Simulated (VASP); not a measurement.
Runs of VASP 6.6.1 on Os. The structure is that of space group Fm-3m (No. 225), or close to it. The cells are those of the table. 

```csv
task,cell,k mesh,cutoff (eV),gap on the mesh (eV),pressure (GPa)
single point,"a = 2.747, b = 2.692, c = 2.692 Å, angles 60.0, 60.7, 60.7°, 1 atom",16 × 18 × 18,520,none,3.7
single point,"a = 2.726 Å, angles 60.0°, 1 atom",8 × 8 × 8,600,none,0.1
single point,"a = 2.697 Å, angles 60.0°, 1 atom",18 × 18 × 18,520,none,13.8
single point,"a = 2.626, b = 2.628, c = 2.654 Å, angles 60.6, 59.7, 60.6°, 1 atom",16 × 16 × 16,520,none,48.1
single point,"a = 2.726 Å, angles 60.0°, 1 atom",18 × 18 × 18,520,none,(b)
relaxation of cell and atoms,"relaxed from a = 2.726 Å, angles 60.0°, 1 atom",18 × 18 × 18,600,none,0.0
single point,"a = 2.656 Å, angles 60.0°, 1 atom",18 × 18 × 18,520,none,(a)
single point,"a = 2.823, b = 2.743, c = 2.793 Å, angles 58.7, 59.1, 59.0°, 1 atom",16 × 16 × 16,520,none,-13.8
```

Alike in all rows: level PBE; potentials or basis VASP PAW PBE potentials, release 64 (Os); no spin polarisation; smearing gaussian 0.1 eV.

Problem. Estimate the missing entries.

Solution. (a) 37.5; (b) -0.1.

Caveats: spin-orbit coupling is left out, which moves the levels of the heavy elements.

A k mesh can miss the band edges, and the runs leave out spin-orbit coupling on Os.

A gap of «none» marks levels without a gap at the run's occupations.
